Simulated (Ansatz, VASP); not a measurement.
MgBe2S3 in VASP and in Ansatz

```
CELL_PARAMETERS angstrom
3.86371 0.00000 0.00000
0.00000 3.86371 0.00000
0.00000 0.00000 8.38124
ATOMIC_POSITIONS crystal
Mg 0.00000 0.00000 0.00000
Be 0.50000 0.00000 0.50000
Be 0.00000 0.50000 0.50000
S 0.50000 0.50000 0.87053
S 0.50000 0.50000 0.12947
S 0.50000 0.50000 0.50000
```

Alike in both runs: functional PBE; k mesh 4 × 4 × 4; occupations gaussian, width 0.1 eV; no spin polarisation.

Ansatz relaxed the structure, and its values are those at the end. VASP's run is a single point on that final structure, the one shown.

|  | VASP | Ansatz |
| --- | --- | --- |
| version | VASP 6.6.1 | Ansatz 0.2.0 |
| potentials or method | VASP PAW PBE potentials, release 64 (Mg_sv, Be, S), cutoff 750 eV | scalar-relativistic, plane waves, PAW |
| valence electrons in the cell | 32 | 32 |

|  | VASP | Ansatz | Ansatz less VASP |
| --- | --- | --- | --- |
| gap on the k mesh at the Fermi level (eV) | none | none | - |
| pressure (GPa) | -0.1 | 0.1 | +0.19 |
| rms of the force components (eV/Å) | 0.025 | 0.004 | -0.0217 |

A gap of «none» marks a metal or a gap that the smearing closes. With one functional, cell and mesh, what is left measures potentials, basis and numerics.

The k mesh is coarse, so the values compare programs but aren't converged.
